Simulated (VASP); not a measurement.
Set up this calculation in VASP 6.6.1, as the native input.

```yaml
Task: single point
Functional: r2SCAN
Potentials_or_basis: VASP PAW PBE potentials, release 64 (K_sv, Cl)
Cutoff: 520 eV
k_mesh: 6 × 6 × 6
Occupations: gaussian, width 0.5 eV
Spin: no spin polarisation
Dipole_correction: no
Further_INCAR_settings: ALGO = Normal; EDIFF = 1e-06; NBANDS = 15
```

The system is KCl.

```xyz
2
Lattice="0.0000 3.1448 3.1448 3.1448 0.0000 3.1448 3.1448 3.1448 0.0000" Properties=species:S:1:pos:R:3 pbc="T T T"
K     0.0000    0.0000    0.0000
Cl    3.1448    3.1448    3.1448
```

The input as run:

POSCAR

```
KCl
1.0
    0.0000000000      3.1448483221      3.1448483221
    3.1448483221      0.0000000000      3.1448483221
    3.1448483221      3.1448483221      0.0000000000
K Cl
1 1
Direct
    0.0000000000      0.0000000000      0.0000000000
    0.5000000000      0.5000000000      0.5000000000
```

INCAR.step1

```
SYSTEM = KCl
ALGO = Normal
EDIFF = 1E-4
ENCUT = 520
GGA = PE
ISMEAR = 0
LASPH = .True.
LCHARG = .False.
LREAL = .False.
LWAVE = .True.
NBANDS = 15
NELM = 100
PREC = Accurate
SIGMA = 0.5
```

INCAR.step2

```
SYSTEM = KCl
ALGO = Normal
EDIFF = 1E-6
ENCUT = 520
ISIF = 2
ISMEAR = 0
ISTART = 1
LASPH = .True.
LCHARG = .False.
LMIXTAU = .True.
LREAL = .False.
LWAVE = .False.
METAGGA = R2SCAN
NBANDS = 15
NELM = 100
PREC = Accurate
SIGMA = 0.5
```

KPOINTS

```
k-points
0
Gamma
  6 6 6
  0 0 0
```

Potentials or basis: VASP PAW PBE potentials, release 64 (K_sv, Cl).

Run with:

```console
$ cat potpaw_PBE.64/K_sv/POTCAR potpaw_PBE.64/Cl/POTCAR > POTCAR
$ cp INCAR.step1 INCAR
$ mpirun -np 1 vasp_std > vasp.out
$ cp INCAR.step2 INCAR
$ mpirun -np 1 vasp_std > vasp.out
```

It gave:

```json
{"Pressure": "0.0 GPa", "Band gap on the k mesh": "5.84 eV, direct"}
```

Caveat: the PAW data sets were made with another functional, which shifts forces and pressure a little.

It took 69 s on 1 thread of Intel Xeon 6975P-C, with other jobs on the host, peak memory 0.21 GiB.
